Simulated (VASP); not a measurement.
# SiHgRh (P-6m2) in VASP: notebook

The runs below take SiHgRh through single point, with PBE.

All numbers are computed with VASP 6.6.1; they aren't measurements. Logs are shortened: lines on timing, memory, paths and dates and some standing lists are left out, and cuts for length are marked.

## 1. The cell of the first run

It takes space group P-6m2 (No. 187, hexagonal). The conventional cell has a = 3.901 Å, b = 3.901 Å, c = 3.825 Å, α = 90.00°, β = 90.00°, γ = 120.00°. Within 3.0 Å of Si (site symmetry -6m2) lie 3 Hg at 2.25 Å and 6 Rh at 2.95 Å. Hg (site symmetry -6m2) has 3 Si at 2.25 Å and 6 Rh at 2.95 Å within 3.0 Å. Within 4.0 Å of Rh (site symmetry -6m2) lie 6 Si at 2.95 Å and 6 Hg at 2.95 Å and 8 Rh at 3.82 to 3.90 Å.

The cell was generated, and may not be a known phase.

## 2. Single point, PBE

INCAR

```
SYSTEM = SiHgRh
PREC = Accurate
ENCUT = 520
EDIFF = 1E-6
ISMEAR = 0
SIGMA = 0.1
LREAL = .FALSE.
LASPH = .TRUE.
NELM = 80
ALGO = Fast
ISIF = 2
LWAVE = .FALSE.
LCHARG = .FALSE.
GGA = PE
NBANDS = 22
```

KPOINTS

```
Automatic mesh
0
G
  6 6 4
  0 0 0
```

POSCAR

```
SiHgRh
1.0
    3.9009446300      0.0000000000      0.0000000000
   -1.9504723200      3.3783171500      0.0000000000
    0.0000000000      0.0000000000      3.8246185700
Si Hg Rh
1 1 1
Direct
    0.3333333300      0.6666666700      0.5000000000
    0.0000000000      0.0000000000      0.5000000000
    0.6666666700      0.3333333300      0.0000000000
```

Potentials or basis: VASP PAW PBE potentials, release 64 (Si, Hg, Rh_pv).

Command:

```
cat potpaw_PBE.64/Si/POTCAR potpaw_PBE.64/Hg/POTCAR potpaw_PBE.64/Rh_pv/POTCAR > POTCAR
mpirun -np 1 vasp_std > vasp.out
```

OUTCAR:

```text
SYSTEM = SiHgRh
   PREC = Accurate
   ENCUT = 520
   EDIFF = 1E-6
   ISMEAR = 0
   LREAL = .FALSE.
   LASPH = .TRUE.
   NELM = 80
   ISIF = 2
   GGA = PE

 ion  position               nearest neighbor table
   1  0.333  0.667  0.500-   2 2.25   2 2.25   2 2.25   3 2.95   3 2.95   3 2.95   3 2.95   3 2.95
                             3 2.95
   2  0.000  0.000  0.500-   1 2.25   1 2.25   1 2.25   3 2.95   3 2.95   3 2.95   3 2.95   3 2.95
                             3 2.95
   3  0.667  0.333  0.000-   1 2.95   1 2.95   1 2.95   1 2.95   2 2.95   2 2.95   2 2.95   2 2.95
                             2 2.95   2 2.95   1 2.95   1 2.95

  LATTYP: Found a hexagonal cell.
 ALAT       =     3.9009446300
 C/A-ratio  =     0.9804339545

  Lattice vectors:

 A1 = (   3.9009446300,   0.0000000000,   0.0000000000)
 A2 = (  -1.9504723200,   3.3783171500,   0.0000000000)
 A3 = (   0.0000000000,   0.0000000000,   3.8246185700)

Analysis of symmetry for initial positions (statically):
=====================================================================
 Subroutine PRICEL returns:
 Original cell was already a primitive cell.

 Routine SETGRP: Setting up the symmetry group for a
 hexagonal supercell.

 Subroutine GETGRP returns: Found 12 space group operations
 (whereof 12 operations were pure point group operations)
 out of a pool of 24 trial point group operations.

The static configuration has the point symmetry D_3h.

Analysis of symmetry for dynamics (positions and initial velocities):
=====================================================================
 Subroutine PRICEL returns:
 Original cell was already a primitive cell.

 Routine SETGRP: Setting up the symmetry group for a
 hexagonal supercell.

 Subroutine GETGRP returns: Found 12 space group operations
 (whereof 12 operations were pure point group operations)
 out of a pool of 24 trial point group operations.

The dynamic configuration has the point symmetry D_3h.

 Subroutine INISYM returns: Found 12 space group operations
 (whereof 12 operations are pure point group operations),
 and found     1 'primitive' translations

----------------------------------------------------------------------------------------

                                     Primitive cell

  volume of cell :      50.4032

  direct lattice vectors                    reciprocal lattice vectors
     3.900944630  0.000000000  0.000000000     0.256348166  0.148002683  0.000000000
    -1.950472320  3.378317150  0.000000000     0.000000000  0.296005365  0.000000000
     0.000000000  0.000000000  3.824618570     0.000000000  0.000000000  0.261463982

  length of vectors
     3.900944630  3.900944634  3.824618570     0.296005365  0.296005365  0.261463982

  position of ions in fractional coordinates (direct lattice)
     0.333333330  0.666666670  0.500000000
     0.000000000  0.000000000  0.500000000
     0.666666670  0.333333330  0.000000000

  ion indices of the primitive-cell ions
   primitive index   ion index
                 1           1
                 2           2
                 3           3

----------------------------------------------------------------------------------------

 KPOINTS: Automatic mesh

Automatic generation of k-mesh.
 Grid dimensions read from file:
 generate k-points for:    6    6    4

 Generating k-lattice:

  Cartesian coordinates                     Fractional coordinates (reciprocal lattice)
     0.042724694  0.024667114  0.000000000     0.166666667 -0.000000000  0.000000000
     0.000000000  0.049334227  0.000000000     0.000000000  0.166666667  0.000000000
     0.000000000  0.000000000  0.065365995     0.000000000  0.000000000  0.250000000

  Length of vectors
     0.049334227  0.049334227  0.065365995

  Shift w.r.t. Gamma in fractional coordinates (k-lattice)
     0.000000000  0.000000000  0.000000000

 Subroutine IBZKPT returns following result:
 ===========================================

 Found     21 irreducible k-points:

 Following reciprocal coordinates:
            Coordinates               Weight
  0.000000  0.000000  0.000000      1.000000
  0.166667  0.000000  0.000000      6.000000
  0.333333  0.000000  0.000000      6.000000
  0.500000  0.000000  0.000000      3.000000
  0.166667  0.166667  0.000000      6.000000
  0.333333  0.166667  0.000000     12.000000
[... 13 lines left out ...]
  0.333333  0.166667  0.500000     12.000000
  0.333333  0.333333  0.500000      2.000000
   k-points           NKPTS =     21   k-points in BZ     NKDIM =     21   number of bands    NBANDS=     22
   number of dos      NEDOS =    301   number of ions     NIONS =      3
   total plane-waves  NPLWV =  25200
   dimension x,y,z NGX =    30 NGY =   30 NGZ =   28
   dimension x,y,z NGXF=    60 NGYF=   60 NGZF=   56
   ions per type =               1   1   1
   NGX,Y,Z   is equivalent  to a cutoff of  12.79, 12.79, 12.17 a.u.
   NGXF,Y,Z  is equivalent  to a cutoff of  25.57, 25.57, 24.34 a.u.
 SYSTEM =  SiHgRh
   PREC   = accura    normal or accurate (medium, high low for compatibility)
   ISTART =      0    job   : 0-new  1-cont  2-samecut
   ICHARG =      2    charge: 1-file 2-atom 10-const
   ISPIN  =      1    spin polarized calculation?
   LNONCOLLINEAR =      F non collinear calculations
   LSORBIT =      F    spin-orbit coupling
   LASPH  =      T    aspherical Exc in radial PAW
   ENCUT  =  520.0 eV  38.22 Ry    6.18 a.u.   7.25  7.25  7.11*2*pi/ulx,y,z
   NELM   =     80;   NELMIN=  2; NELMDL= -5     # of ELM steps
   EDIFF  = 0.1E-05   stopping-criterion for ELM
   LREAL  =      F    real-space projection
   EDIFFG = 0.1E-04   stopping-criterion for IOM
   NSW    =      0    number of steps for IOM
   IBRION =     -1    ionic relax: 0-MD 1-quasi-New 2-CG
   NFREE  =      0    steps in history (QN), initial steepest desc. (CG)
   ISIF   =      2    stress and relaxation
   ISYM   =      2    0-nonsym 1-usesym 2-fastsym
   POTIM  = 0.5000    time-step for ionic-motion
   TEBEG  =    0.0;   TEEND  =   0.0 temperature during run
   PSTRESS=    0.0 pullay stress
   NELECT =      31.0000    total number of electrons
   NUPDOWN=      -1.0000    fix difference up-down
   EMIN   =  10.00;   EMAX   =-10.00  energy-range for DOS
   EFERMI =   0.00;   METHOD = LEGACY
   ISMEAR =     0;   SIGMA  =   0.10  broadening in eV -4-tet -1-fermi 0-gaus
   EFERMI_NEDOS =   21; number of points for ismear=-14 and -15
   IALGO  =     68    algorithm
   IMIX   =      4    mixing-type and parameters
     AMIX     =   0.40;   BMIX     =  1.00
     AMIX_MAG =   1.60;   BMIX_MAG =  1.00
  volume/ion in A,a.u.               =      16.80       113.38
  Fermi-wavevector in a.u.,A,eV,Ry     =   1.392225  2.630923 26.372025  1.938289
  Thomas-Fermi vector in A             =   2.515988
   LORBIT       =      0    0 simple, 1 ext, 2 COOP (PROOUT), +10 PAW based schemes
   GGA     = PE    functional components
   LHFCALC =     F    Hartree Fock is set to
   AEXX    =    0.0000 exact exchange contribution
   IVDW    =     0    specifies the selected vdW correction
   LEPSILON=     F    determine dielectric tensor
   LRPA    =     F    only Hartree local field effects (RPA)
 non-spin polarized calculation
 RMM-DIIS sequential band-by-band and
 Gauss-broadening in eV      SIGMA  =   0.10
  energy-cutoff  :      520.00
  volume of cell :       50.40
 maximum number of plane-waves:      1388
 NGX is ok and might be reduce to    30
   NGX = 15   NGY = 15   NGZ = 15

 number of electron      30.9999998 magnetization

 Free energy of the ion-electron system (eV)
  ---------------------------------------------------
  ext. energy  EPLUGINS =         0.00000000
  ---------------------------------------------------
  free energy    TOTEN  =       -10.09786150 eV

  energy without entropy =      -10.08264274  energy(sigma->0) =      -10.09025212

 E-fermi :   7.7316     XC(G=0): -11.9206

 val. band max:        7.7073787825   @ k =   0.3333   0.1667   0.5000
 cond. band min:       7.7454736383   @ k =   0.3333   0.0000   0.5000
 fundamental gap:      0.0380948558
 Fermi energy:         7.7315843492

 k-point     1 :       0.0000    0.0000    0.0000
  band No.  band energies     occupation
      1     -38.0098      2.00000
      2     -37.8533      2.00000
      3     -37.8533      2.00000
      4      -4.9239      2.00000
      5      -2.3590      2.00000
      6      -2.3590      2.00000
[... 14 lines left out ...]
     21      12.2438      0.00000
     22      17.7873      0.00000

 k-point     2 :       0.1667    0.0000    0.0000
  band No.  band energies     occupation
      1     -38.0097      2.00000
      2     -37.8552      2.00000
      3     -37.8538      2.00000
      4      -4.5710      2.00000
      5      -2.3918      2.00000
      6      -2.2093      2.00000
[... 14 lines left out ...]
     21      14.3221      0.00000
     22      15.9337      0.00000

 k-point     3 :       0.3333    0.0000    0.0000
  band No.  band energies     occupation
      1     -38.0094      2.00000
      2     -37.8591      2.00000
      3     -37.8547      2.00000
      4      -3.8378      2.00000
      5      -2.1177      2.00000
      6      -1.8774      2.00000
[... 14 lines left out ...]
     21      15.6434      0.00000
     22      16.8744      0.00000
[... 401 lines left out ...]
 k-point    20 :       0.3333    0.1667    0.5000
  band No.  band energies     occupation
      1     -38.0163      2.00000
      2     -37.8591      2.00000
      3     -37.8557      2.00000
      4      -3.3351      2.00000
      5      -1.8883      2.00000
      6      -1.4939      2.00000
[... 14 lines left out ...]
     21      16.5579      0.00000
     22      17.4304      0.00000

 k-point    21 :       0.3333    0.3333    0.5000
  band No.  band energies     occupation
      1     -38.0161      2.00000
      2     -37.8582      2.00000
      3     -37.8578      2.00000
      4      -3.1129      2.00000
      5      -1.8026      2.00000
      6      -1.4446      2.00000
[... 14 lines left out ...]
     21      17.3199      0.00000
     22      18.3821      0.00000

------------------------ aborting loop because EDIFF is reached ----------------------------------------

  FORCE on cell =-STRESS in cart. coord.  units (eV):
  Direction    XX          YY          ZZ          XY          YZ          ZX
  --------------------------------------------------------------------------------------
  -------------------------------------------------------------------------------------
  Total        9.9006115      9.9006115     -4.1222457     -0.0000000     -0.0000000      0.0000000
  in kB      314.7126995    314.7126998   -131.0346406     -0.0000005     -0.0000000      0.0000000
  external PRESSURE =     166.1302529 kB  Pullay stress =       0.0000000 kB

 VOLUME and BASIS-vectors are now :
 -----------------------------------------------------------------------------
  energy-cutoff  :      520.00
  volume of cell :       50.40
      direct lattice vectors                 reciprocal lattice vectors
     3.900944630  0.000000000  0.000000000     0.256348166  0.148002683  0.000000000
    -1.950472320  3.378317150  0.000000000     0.000000000  0.296005365  0.000000000
     0.000000000  0.000000000  3.824618570     0.000000000  0.000000000  0.261463982

 POSITION                                       TOTAL-FORCE (eV/Angst)
 -----------------------------------------------------------------------------------
     -0.00000      2.25221      1.91231         0.000000      0.000000      0.000000
      0.00000      0.00000      1.91231         0.000000     -0.000000      0.000000
      1.95047      1.12611      0.00000        -0.000000      0.000000      0.000000
 -----------------------------------------------------------------------------------
    total drift:                               -0.000028      0.000016      0.000000

  FREE ENERGIE OF THE ION-ELECTRON SYSTEM (eV)
  ---------------------------------------------------
  free  energy   TOTEN  =       -10.0978614991 eV

  energy  without entropy=      -10.0826427395  energy(sigma->0) =      -10.09025212
```

Wall time 42 s (1 thread of Intel Xeon 8259CL, shared host); peak memory 0.18 GiB.

What came out:

```
Free energy            : -10.0979 eV
Pressure               : 16.6 GPa
Band gap on the k mesh : zero (an odd number of electrons rules out a gap without spin polarisation)
```

Levels at points of the mesh, in eV from the Fermi level:
| k point | band 13 | band 14 | band 15 | band 16 | band 17 | band 18 |
| --- | --- | --- | --- | --- | --- | --- |
| (0.00, 0.00, 0.00) | -1.46 | -1.46 | -1.21 | 2.67 | 2.99 | 2.99 |
| (0.50, 0.00, 0.00) | -2.03 | -1.28 | -1.03 | -0.74 | 3.08 | 3.31 |
| (0.00, 0.00, 0.50) | -1.44 | -1.44 | -1.10 | 1.99 | 1.99 | 3.79 |
| (0.50, 0.00, 0.50) | -2.42 | -0.98 | -0.95 | 0.02 | 1.23 | 1.94 |

Caveat: the k points lie up to 0.41 Å⁻¹ apart, too coarse for converged energies and pressures of a metal; spin-orbit coupling is left out, which moves the levels of the heavy elements.

## 3. Single point, PBE

This run uses another cell than the first one, of 16.48 Å³/atom.

INCAR

```
SYSTEM = SiHgRh
  PREC = Accurate
  ENCUT = 520
  EDIFF = 1E-7
  ISMEAR = 0
  SIGMA = 0.1
  LREAL = .FALSE.
  LASPH = .TRUE.
  NELM = 80
  ALGO = Fast
  ISIF = 2
  LWAVE = .FALSE.
  LCHARG = .FALSE.
  GGA = PE
  NBANDS = 22
```

KPOINTS

```
regular mesh
0
G
  6 6 4
  0 0 0
```

POSCAR

```
SiHgRh
1.0
    4.4631429917      0.0000000033      0.0000000000
   -2.2315714987      3.8651952099      0.0000000000
    0.0000000000      0.0000000000      2.8652354876
Si Hg Rh
1 1 1
Direct
    0.3333333333      0.6666666667      0.5000000000
    0.0000000000      0.0000000000      0.5000000000
    0.6666666667      0.3333333333      0.0000000000
```

Potentials or basis: VASP PAW PBE potentials, release 64 (Si, Hg, Rh_pv).

Command:

```
cat potpaw_PBE.64/Si/POTCAR potpaw_PBE.64/Hg/POTCAR potpaw_PBE.64/Rh_pv/POTCAR > POTCAR
mpirun -np 1 vasp_std > vasp.out
```

Wall time 45 s (1 thread of Intel Xeon 8259CL, shared host); peak memory 0.19 GiB.

The run converged. Its results:

```yaml
Free_energy: -11.7860 eV
Pressure: 0.8 GPa
Band_gap_on_the_k_mesh: zero (an odd number of electrons rules out a gap without spin polarisation)
```

Stress tensor (GPa, compression positive):
```
0.94 0.00 0.00
0.00 0.94 0.00
0.00 0.00 0.56
```

Levels at points of the mesh, in eV from the Fermi level:
```csv
k point,band 12,band 13,band 14,band 15,band 16,band 17,band 18,band 19,band 20,band 21
"(0.00, 0.00, 0.00)",-3.35,-1.48,-0.58,-0.58,1.95,1.95,2.44,2.44,5.22,5.44
"(0.50, 0.00, 0.00)",-3.20,-1.87,-1.74,-0.80,-0.53,1.31,6.63,6.93,7.97,8.44
"(0.00, 0.00, 0.50)",-2.46,-1.33,-1.33,0.80,1.48,1.48,2.83,2.89,6.20,6.20
"(0.50, 0.00, 0.50)",-3.40,-2.53,-1.30,-0.68,-0.09,2.07,2.68,3.19,5.36,6.02
```

Caveat: the k points lie up to 0.55 Å⁻¹ apart, too coarse for converged energies and pressures of a metal; spin-orbit coupling is left out, which moves the levels of the heavy elements.

The gap in the log of VASP goes by the Fermi energy; the results here count the filled bands.